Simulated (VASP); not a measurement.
Set up this calculation in VASP 6.6.1, as the native input.

```
Task                   : single point
Functional             : PBE
Potentials or basis    : VASP PAW PBE potentials, release 64 (Hf_pv, C)
Cutoff                 : 520 eV
k mesh                 : 11 × 11 × 1
Occupations            : gaussian, width 0.1 eV
Spin                   : no spin polarisation
Dipole correction      : yes
Further INCAR settings : ALGO = Normal; EDIFF = 1e-06; NBANDS = 46
```

The structure of HfC lies in POSCAR:

```
HfC
1.0
    3.2891025716      0.0000000000      0.0000000000
    0.0000000000      3.2891025716      0.0000000000
    0.0000000000      0.0000000000     24.3029869297
Hf C
5 5
Direct
    0.0000000000      0.0000000000      0.3120466943
    0.5000000000      0.5000000000      0.4051405472
    0.0000000000      0.0000000000      0.4999999994
    0.5000000000      0.5000000000      0.5948594529
    0.0000000000      0.0000000000      0.6879533048
    0.5000000000      0.5000000000      0.3084253747
    0.0000000000      0.0000000000      0.4037212159
    0.5000000000      0.5000000000      0.4999999995
    0.0000000000      0.0000000000      0.5962787849
    0.5000000000      0.5000000000      0.6915746263
```

The input as run:

INCAR

```
SYSTEM = HfC
  PREC = Accurate
  ENCUT = 520
  EDIFF = 1E-6
  ISMEAR = 0
  SIGMA = 0.1
  LREAL = .FALSE.
  LASPH = .TRUE.
  NELM = 80
  ALGO = Normal
  ISIF = 2
  LWAVE = .FALSE.
  LCHARG = .TRUE.
  LDIPOL = .TRUE.
  IDIPOL = 3
  DIPOL = 0.5 0.5 0.500
  GGA = PE
  LELF = .TRUE.
  LVHAR = .TRUE.
  LVACPOTAV = .TRUE.
  NBANDS = 46
```

KPOINTS

```
Automatic mesh
0
G
  11 11 1
  0 0 0
```

Potentials or basis: VASP PAW PBE potentials, release 64 (Hf_pv, C).

The run is started by

```console
$ cat potpaw_PBE.64/Hf_pv/POTCAR potpaw_PBE.64/C/POTCAR > POTCAR
$ mpirun -np 1 vasp_std > vasp.out
```

Results of the run:

The largest force is 0.049 eV/Å and the band gap on the k mesh is zero (bands 35 and 36 overlap by 0.90 eV).

Caveat: spin-orbit coupling is left out, which moves the levels of the heavy elements.

It took 12 min on 1 thread of AMD EPYC 7R13 Processor (Zen 3) (shared host), peak memory 0.41 GiB.
